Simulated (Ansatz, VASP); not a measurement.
Pt: VASP beside Ansatz

```
Pt
1.0
     0.00000    1.95899    1.95899
     1.95899    0.00000    1.95899
     1.95899    1.95899    0.00000
Pt
1
Cartesian
  0.0000 0.0000 0.0000
```

Alike in both runs: functional PBEsol; k mesh 18 × 18 × 18; occupations gaussian, width 0.1 eV; no spin polarisation.

Ansatz relaxed the structure, and its values are those at the end. VASP's run is a single point on that final structure, the one shown.

```csv
,VASP,Ansatz
version,VASP 6.6.1,Ansatz 0.2.0
potentials or method,"VASP PAW PBE potentials, release 64 (Pt), cutoff 520 eV","scalar-relativistic, plane waves, PAW"
valence electrons in the cell,10,18
```

```csv
,VASP,Ansatz,Ansatz less VASP
gap on the k mesh at the Fermi level (eV),none,none,-
pressure (GPa),-0.4,0.0,+0.42
```

VASP's potentials were made for PBE, not for PBEsol. A gap of «none» marks a metal or a gap that the smearing closes. VASP's potentials hold 10 valence electrons a cell and Ansatz's 18, so a difference there can come from the potentials and not from the codes.

Neither program's run includes spin-orbit coupling.
